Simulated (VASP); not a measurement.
Input of a VASP 6.6.1 run:

File INCAR:

```
ALGO = Normal
EDIFF = 1E-7
ENCUT = 520
GGA = PE
ISIF = 2
ISMEAR = -1
LASPH = T
LCHARG = T
LELF = T
LREAL = F
LVHAR = T
LWAVE = F
NBANDS = 15
NELM = 80
PREC = Accurate
SIGMA = 0.02
```

KPOINTS

```
k-points
0
Gamma
  6 6 6
```

File POSCAR:

```
KI
1.0
    0.0299515839      3.5445661365      3.5445661365
    3.5445661365      0.0299515839      3.5445661365
    3.5745177203      3.5745177203     -0.0000000001
K I
1 1
Direct
    0.0000000000      0.0000000000      0.0000000000
    0.5000000000      0.5000000000      0.5000000000
```

Potentials or basis: VASP PAW PBE potentials, release 64 (K_sv, I).

Run with:

```console
$ cat potpaw_PBE.64/K_sv/POTCAR potpaw_PBE.64/I/POTCAR > POTCAR
$ mpirun -np 1 vasp_std > vasp.out
```

Predict the band gap on the k mesh.

3.92 eV, direct.

Predict the pressure.

0.5 GPa.

Stress tensor (GPa, compression positive):
```
 0.48 -0.06  0.00
-0.06  0.48  0.00
 0.00  0.00  0.48
```

Caveat: the cell differs from its parent crystal (shear xy strain +1.7%); spin-orbit coupling is left out, which moves the levels of the heavy elements.
